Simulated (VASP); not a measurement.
# W16N in VASP: a series of runs

Runs on W16N. Level: PBE+D3(BJ). Tasks: single point.

All numbers are computed with VASP 6.6.1; they aren't measurements. Logs are shortened: lines on timing, memory, paths and dates and some standing lists are left out, and cuts for length are marked.

**1. The cell of the first run**

The cell holds a slab with vacuum, 17 atoms: a = 5.472 Å, b = 5.472 Å, c = 25.702 Å, α = 90.00°, β = 90.00°, γ = 109.47°.

**2. Single point, PBE+D3(BJ)**

File INCAR:

```
SYSTEM = W16N
ALGO = Fast
DIPOL = 0.5 0.5 0.471
EDIFF = 1E-6
ENCUT = 520
GGA = PE
IDIPOL = 3
ISIF = 2
ISMEAR = 0
IVDW = 12
LASPH = .TRUE.
LCHARG = .FALSE.
LDIPOL = .TRUE.
LREAL = Auto
LWAVE = .FALSE.
NBANDS = 128
NELM = 100
PREC = Accurate
SIGMA = 0.1
```

File KPOINTS:

```
k-points
0
G
  6 6 1
  0 0 0
```

File POSCAR:

```
W16N
1.0
    5.4723966476      0.0000000000      0.0000000000
   -1.8241322159      5.1594250385      0.0000000000
    0.0000000000      0.0000000000     25.7022897284
W N
16 1
Direct
    0.2500000000      0.2500000000      0.3307098351
    0.2500000000      0.7500000000      0.3307098351
    0.7500000000      0.2500000000      0.3307098351
    0.7500000000      0.7500000000      0.3307098351
    0.5000000000      0.5000000000      0.4176319187
    0.5000000000      0.0000000000      0.4176319187
    0.0000000000      0.5000000000      0.4176319187
    0.0000000000      0.0000000000      0.4176319187
    0.7500000000      0.7500000000      0.5045199644
    0.7500000000      0.2500000000      0.5059853659
    0.2500000000      0.7500000000      0.5059853659
    0.2500000000      0.2500000000      0.5032610001
    0.0051194297      0.0051194297      0.5912989420
    0.0002410946      0.4997589054      0.5902059907
    0.4997589054      0.0002410946      0.5902059907
    0.4948805703      0.4948805703      0.5912989420
    0.7500000000      0.7500000000      0.6345477484
```

Potentials or basis: VASP PAW PBE potentials, release 64 (W_sv, N).

Started as:

```sh
$ cat potpaw_PBE.64/W_sv/POTCAR potpaw_PBE.64/N/POTCAR > POTCAR
$ mpirun -np 1 vasp_std > vasp.out
```

OUTCAR:

```text
SYSTEM = W16N
   EDIFF = 1E-6
   ENCUT = 520
   GGA = PE
   ISIF = 2
   ISMEAR = 0
   IVDW = 12
   LASPH = .TRUE.
   LREAL = Auto
   NELM = 100
   PREC = Accurate
 IVDW          = 12

 ion  position               nearest neighbor table
   1  0.250  0.250  0.331-   3 2.74   3 2.74   2 2.74   2 2.74   5 2.74   8 2.74   4 3.16   4 3.16
                             6 3.16   7 3.16
   2  0.250  0.750  0.331-   4 2.74   4 2.74   1 2.74   1 2.74   6 2.74   7 2.74   3 3.16   3 3.16
                             8 3.16   5 3.16
   3  0.750  0.250  0.331-   1 2.74   1 2.74   4 2.74   4 2.74   6 2.74   7 2.74   2 3.16   2 3.16
                             8 3.16   5 3.16
   4  0.750  0.750  0.331-   2 2.74   2 2.74   3 2.74   3 2.74   5 2.74   8 2.74   1 3.16   1 3.16
                             6 3.16   7 3.16
   5  0.500  0.500  0.418-  12 2.71   9 2.74   7 2.74   7 2.74   6 2.74   6 2.74   1 2.74   4 2.74
                             8 3.16   8 3.16   3 3.16   2 3.16  10 3.19  11 3.19
   6  0.500  0.000  0.418-   8 2.74   8 2.74   5 2.74   5 2.74   2 2.74   3 2.74  10 2.77  11 2.77
                            12 3.14   9 3.16   7 3.16   7 3.16   1 3.16   4 3.16
   7  0.000  0.500  0.418-   5 2.74   5 2.74   8 2.74   8 2.74   2 2.74   3 2.74  10 2.77  11 2.77
                            12 3.14   9 3.16   6 3.16   6 3.16   1 3.16   4 3.16
   8  0.000  0.000  0.418-  12 2.71   9 2.74   6 2.74   6 2.74   7 2.74   7 2.74   1 2.74   4 2.74
                             5 3.16   5 3.16   3 3.16   2 3.16  10 3.19  11 3.19
   9  0.750  0.750  0.505-   5 2.74   8 2.74  11 2.74  11 2.74  10 2.74  10 2.74  13 2.75  16 2.75
                            15 3.14  14 3.14   7 3.16   6 3.16  12 3.16  12 3.16
  10  0.750  0.250  0.506-  14 2.68  15 2.68   9 2.74   9 2.74  12 2.74  12 2.74   6 2.77   7 2.77
                            13 3.13  16 3.13  11 3.16  11 3.16   5 3.19   8 3.19
  11  0.250  0.750  0.506-  14 2.68  15 2.68   9 2.74   9 2.74  12 2.74  12 2.74   6 2.77   7 2.77
                            13 3.13  16 3.13  10 3.16  10 3.16   5 3.19   8 3.19
  12  0.250  0.250  0.503-   5 2.71   8 2.71  10 2.74  10 2.74  11 2.74  11 2.74  13 2.74  16 2.74
                             7 3.14   6 3.14  15 3.16  14 3.16   9 3.16   9 3.16
  13  0.005  0.005  0.591-  17 1.96  15 2.72  14 2.72  12 2.74   9 2.75  15 2.76  14 2.76  16 3.09
                            10 3.13  11 3.13  16 3.22
  14  0.000  0.500  0.590-  17 2.51  10 2.68  11 2.68  16 2.72  13 2.72  16 2.76  13 2.76   9 3.14
                            12 3.16  15 3.16  15 3.16
  15  0.500  0.000  0.590-  17 2.51  10 2.68  11 2.68  13 2.72  16 2.72  13 2.76  16 2.76   9 3.14
                            12 3.16  14 3.16  14 3.16
  16  0.495  0.495  0.591-  17 1.96  14 2.72  15 2.72  12 2.74   9 2.75  14 2.76  15 2.76  13 3.09
                            10 3.13  11 3.13  13 3.22
  17  0.750  0.750  0.635-  13 1.96  16 1.96  15 2.51  14 2.51

  LATTYP: Found a base centered orthorhombic cell.
 ALAT       =     6.3189793552
 B/A-ratio  =     1.4142135624
 C/A-ratio  =     4.0674748695

  Lattice vectors:

 A1 = (   5.4723966476,   0.0000000000,   0.0000000000)
 A2 = (  -1.8241322159,   5.1594250385,   0.0000000000)
 A3 = (   0.0000000000,   0.0000000000,  25.7022897284)

Analysis of symmetry for initial positions (statically):
=====================================================================
 Subroutine PRICEL returns:
 Original cell was already a primitive cell.

 Routine SETGRP: Setting up the symmetry group for a
 base centered orthorhombic supercell.

 Subroutine GETGRP returns: Found  4 space group operations
 (whereof  2 operations were pure point group operations)
 out of a pool of  8 trial point group operations.

The static configuration has the point symmetry C_1h.
 The point group associated with its full space group is C_2v.

Analysis of symmetry for dynamics (positions and initial velocities):
=====================================================================
 Subroutine PRICEL returns:
 Original cell was already a primitive cell.

 Routine SETGRP: Setting up the symmetry group for a
 base centered orthorhombic supercell.

 Subroutine GETGRP returns: Found  4 space group operations
 (whereof  2 operations were pure point group operations)
 out of a pool of  8 trial point group operations.

The dynamic configuration has the point symmetry C_1h.
 The point group associated with its full space group is C_2v.

 Subroutine INISYM returns: Found  4 space group operations
 (whereof  2 operations are pure point group operations),
 and found     1 'primitive' translations

----------------------------------------------------------------------------------------

                                     Primitive cell

  volume of cell :     725.6893

  direct lattice vectors                    reciprocal lattice vectors
[... 76 lines left out ...]
  0.333333  0.000000  0.000000      4.000000
  0.500000  0.000000  0.000000      2.000000
  0.166667  0.166667  0.000000      2.000000
  0.333333  0.166667  0.000000      4.000000
  0.500000  0.166667  0.000000      4.000000
 -0.333333  0.166667  0.000000      4.000000
 -0.166667  0.166667  0.000000      2.000000
  0.333333  0.333333  0.000000      2.000000
  0.500000  0.333333  0.000000      4.000000
 -0.333333  0.333333  0.000000      2.000000
  0.500000  0.500000  0.000000      1.000000
   k-points           NKPTS =     13   k-points in BZ     NKDIM =     13   number of bands    NBANDS=    128
   number of dos      NEDOS =    301   number of ions     NIONS =     17
   total plane-waves  NPLWV = 338688
   dimension x,y,z NGX =    42 NGY =   42 NGZ =  192
   dimension x,y,z NGXF=    84 NGYF=   84 NGZF=  384
   ions per type =              16   1
   NGX,Y,Z   is equivalent  to a cutoff of  12.76, 12.76, 12.42 a.u.
   NGXF,Y,Z  is equivalent  to a cutoff of  25.52, 25.52, 24.84 a.u.
 SYSTEM =  W16N
   PREC   = accura    normal or accurate (medium, high low for compatibility)
   ISTART =      0    job   : 0-new  1-cont  2-samecut
   ICHARG =      2    charge: 1-file 2-atom 10-const
   ISPIN  =      1    spin polarized calculation?
   LNONCOLLINEAR =      F non collinear calculations
   LSORBIT =      F    spin-orbit coupling
   LASPH  =      T    aspherical Exc in radial PAW
   ENCUT  =  520.0 eV  38.22 Ry    6.18 a.u.  10.18 10.18 47.79*2*pi/ulx,y,z
   NELM   =    100;   NELMIN=  2; NELMDL= -5     # of ELM steps
   EDIFF  = 0.1E-05   stopping-criterion for ELM
   LREAL  =      T    real-space projection
   EDIFFG = 0.1E-04   stopping-criterion for IOM
   NSW    =      0    number of steps for IOM
   IBRION =     -1    ionic relax: 0-MD 1-quasi-New 2-CG
   NFREE  =      0    steps in history (QN), initial steepest desc. (CG)
   ISIF   =      2    stress and relaxation
   ISYM   =      2    0-nonsym 1-usesym 2-fastsym
   POTIM  = 0.5000    time-step for ionic-motion
   TEBEG  =    0.0;   TEEND  =   0.0 temperature during run
   PSTRESS=    0.0 pullay stress
   NELECT =     229.0000    total number of electrons
   NUPDOWN=      -1.0000    fix difference up-down
   EMIN   =  10.00;   EMAX   =-10.00  energy-range for DOS
   EFERMI =   0.00;   METHOD = LEGACY
   ISMEAR =     0;   SIGMA  =   0.10  broadening in eV -4-tet -1-fermi 0-gaus
   EFERMI_NEDOS =   21; number of points for ismear=-14 and -15
   IALGO  =     68    algorithm
   IMIX   =      4    mixing-type and parameters
     AMIX     =   0.40;   BMIX     =  1.00
     AMIX_MAG =   1.60;   BMIX_MAG =  1.00
  volume/ion in A,a.u.               =      42.69       288.07
  Fermi-wavevector in a.u.,A,eV,Ry     =   1.114559  2.106211 16.901728  1.242242
  Thomas-Fermi vector in A             =   2.251155
   LORBIT       =      0    0 simple, 1 ext, 2 COOP (PROOUT), +10 PAW based schemes
   GGA     = PE    functional components
   LHFCALC =     F    Hartree Fock is set to
   AEXX    =    0.0000 exact exchange contribution
   IVDW    =    12    specifies the selected vdW correction
   LEPSILON=     F    determine dielectric tensor
   LRPA    =     F    only Hartree local field effects (RPA)
 non-spin polarized calculation
 RMM-DIIS sequential band-by-band and
 Gauss-broadening in eV      SIGMA  =   0.10
  energy-cutoff  :      520.00
  volume of cell :      725.69
 maximum number of plane-waves:     19586
 NGX is ok and might be reduce to    42
   NGX = 21   NGY = 21   NGZ = 95

 dipolmoment           0.000000      0.000000     -0.001984 electrons x Angstroem

 number of electron     229.0000043 magnetization

 dipolmoment           0.000000      0.000000      0.009036 electrons x Angstroem

 Free energy of the ion-electron system (eV)
  ---------------------------------------------------
  ext. energy  EPLUGINS =         0.00000000
  ---------------------------------------------------
  free energy    TOTEN  =      -205.98359697 eV

  energy without entropy =     -205.92844102  energy(sigma->0) =     -205.95601899

 E-fermi :   0.9329     XC(G=0):  -5.6587

 val. band max:        0.9117182066   @ k =   0.1667  -0.0000   0.0000
 cond. band min:       0.9370419878   @ k =   0.3333   0.3333   0.0000
 fundamental gap:      0.0253237812
 Fermi energy:         0.9329146585

 k-point     1 :       0.0000    0.0000    0.0000
  band No.  band energies     occupation
      1     -73.2726      2.00000
      2     -73.2272      2.00000
      3     -73.2157      2.00000
      4     -73.1535      2.00000
      5     -73.1277      2.00000
      6     -73.1134      2.00000
[... 1666 lines left out ...]
    125       1.5378      0.00000
    126       1.7184      0.00000
 [bands above 126 left out]

------------------------ aborting loop because EDIFF is reached ----------------------------------------

 vacuum level on the upper side and lower side of the slab       (xc-potential included)        -0.079        -0.134

 Edisp (eV)   -8.18679

 E8    (eV) :    -4.3152

  FORCE on cell =-STRESS in cart. coord.  units (eV):
  Direction    XX          YY          ZZ          XY          YZ          ZX
  --------------------------------------------------------------------------------------
  -------------------------------------------------------------------------------------
  Total     -14.82649   -15.58210    -3.85087    -1.06860    -0.00000     0.00000
  in kB     -32.73393   -34.40217    -8.50195    -2.35925    -0.00000     0.00000
  external pressure =      -25.21 kB  Pullay stress =        0.00 kB

 VOLUME and BASIS-vectors are now :
 -----------------------------------------------------------------------------
  energy-cutoff  :      520.00
  volume of cell :      725.69
      direct lattice vectors                 reciprocal lattice vectors
     5.472396648  0.000000000  0.000000000     0.182735292  0.064606682  0.000000000
    -1.824132216  5.159425039  0.000000000     0.000000000  0.193820046  0.000000000
     0.000000000  0.000000000 25.702289728     0.000000000  0.000000000  0.038907039

 POSITION                                       TOTAL-FORCE (eV/Angst)
 -----------------------------------------------------------------------------------
      0.91207      1.28986      8.50000        -0.000000      0.000000      0.457623
     -0.00000      3.86957      8.50000        -0.000000      0.000000      0.572937
      3.64826      1.28986      8.50000        -0.000000      0.000000      0.572937
      2.73620      3.86957      8.50000        -0.000000      0.000000      0.327640
      1.82413      2.57971     10.73410        -0.054208     -0.076661     -0.413270
      2.73620      0.00000     10.73410         0.105253     -0.074425     -0.619785
[... 9 lines left out ...]
      1.80546      2.55330     15.19774        -0.046322     -0.065509     -0.035442
      2.73620      3.86957     16.30933        -0.000000      0.000000      0.118155
 -----------------------------------------------------------------------------------
    total drift:                               -0.000000     -0.000000     -0.008769

  FREE ENERGIE OF THE ION-ELECTRON SYSTEM (eV)
  ---------------------------------------------------
  free  energy   TOTEN  =      -214.1703896633 eV

  energy  without entropy=     -214.1152337169  energy(sigma->0) =     -214.14281169

 vacuum level on the upper side and lower side of the slab         5.856         5.798
```

It took 88 min on 1 thread of Oxide Virtual Turin-like, shared host; peak memory 1.1 GiB.

What came out:

| Property | Result |
| --- | --- |
| Free energy | -214.1704 eV |
| Largest force | 0.633 eV/Å |
| Band gap on the k mesh | zero (an odd number of electrons rules out a gap without spin polarisation) |
| Dispersion energy per atom | -0.482 eV |

Forces on the atoms (eV/Å):
```
W    0.000  0.000  0.458
W    0.000  0.000  0.573
W    0.000  0.000  0.573
W    0.000  0.000  0.328
W   -0.054 -0.077 -0.413
W    0.105 -0.074 -0.620
W   -0.105  0.074 -0.620
W    0.054  0.077 -0.413
W    0.000  0.000  0.010
W    0.000  0.000  0.002
W    0.000  0.000  0.002
W    0.000  0.000  0.004
W    0.046  0.066 -0.035
W    0.016 -0.011  0.034
W   -0.016  0.011  0.034
W   -0.046 -0.066 -0.035
N    0.000  0.000  0.118
```

Caveat: spin-orbit coupling is left out, which moves the levels of the heavy elements.

**3. Single point, PBE+D3(BJ)**

File INCAR:

```
ALGO = Fast
DIPOL = 0.5 0.5 0.473
EDIFF = 1E-7
ENCUT = 520
GGA = PE
IDIPOL = 3
ISIF = 2
ISMEAR = 0
IVDW = 12
LASPH = True
LCHARG = False
LDIPOL = True
LREAL = Auto
LWAVE = False
NBANDS = 128
NELM = 60
PREC = Accurate
SIGMA = 0.1
```

File KPOINTS:

```
k-points
0
Gamma
  6 6 1
```

File POSCAR:

```
W16N
1.0
    5.4723966476      0.0000000000      0.0000000000
   -1.8241322159      5.1594250385      0.0000000000
    0.0000000000      0.0000000000     25.7022897284
W N
16 1
Direct
    0.2500000000      0.2500000000      0.3307098351
    0.2500000000      0.7500000000      0.3307098351
    0.7500000000      0.2500000000      0.3307098351
    0.7500000000      0.7500000000      0.3307098351
    0.5000000000      0.5000000000      0.4176319187
    0.5000000000      0.0000000000      0.4176319187
    0.0000000000      0.5000000000      0.4176319187
    0.0000000000      0.0000000000      0.4176319187
    0.7472004027      0.7472004027      0.5040273095
    0.7540192798      0.2459807202      0.5053894791
    0.2459807202      0.7540192798      0.5053894791
    0.2527995973      0.2527995973      0.5040273095
    0.0000000000      0.0000000000      0.5974528470
    0.0000000000      0.5000000000      0.5896910923
    0.5000000000      0.0000000000      0.5896910923
    0.5000000000      0.5000000000      0.5866810184
    0.0000000000      0.0000000000      0.6660266404
```

Potentials or basis: VASP PAW PBE potentials, release 64 (W_sv, N).

Started as:

```sh
$ cat potpaw_PBE.64/W_sv/POTCAR potpaw_PBE.64/N/POTCAR > POTCAR
$ mpirun -np 1 vasp_std > vasp.out
```

Run time: 1.5 h. Hardware: 1 thread of Oxide Virtual Turin-like, shared host; peak memory 1.1 GiB.

The run converged. Its results:

```
Free energy                : -211.6548 eV
Largest force              : 0.586 eV/Å
Band gap on the k mesh     : zero (an odd number of electrons rules out a gap without spin polarisation)
Dispersion energy per atom : -0.481 eV
```

Forces in eV/Å, atoms in the order of the input:
```
W   -0.069 -0.097  0.348
W    0.060 -0.043  0.514
W   -0.060  0.043  0.514
W    0.069  0.097  0.348
W    0.000  0.000 -0.203
W    0.000  0.000 -0.586
W    0.000  0.000 -0.586
W    0.000  0.000 -0.543
W    0.016  0.022  0.013
W   -0.009  0.006 -0.008
W    0.009 -0.006 -0.008
W   -0.016 -0.022  0.013
W    0.000  0.000 -0.207
W    0.000  0.000  0.048
W    0.000  0.000  0.048
W    0.000  0.000  0.054
N    0.000  0.000  0.241
```

Levels at points of the mesh, in eV from the Fermi level:
```
           k point  band 113  band 114  band 115  band 116  band 117  band 118
(0.00, 0.00, 0.00)      0.71      0.74      0.79      1.02      1.02      1.28
(0.50, 0.00, 0.00)     -0.86     -0.70     -0.40      0.16      0.22      0.51
(0.50, 0.50, 0.00)     -0.71     -0.71     -0.54     -0.52     -0.27     -0.14
```

Caveat: spin-orbit coupling is left out, which moves the levels of the heavy elements.
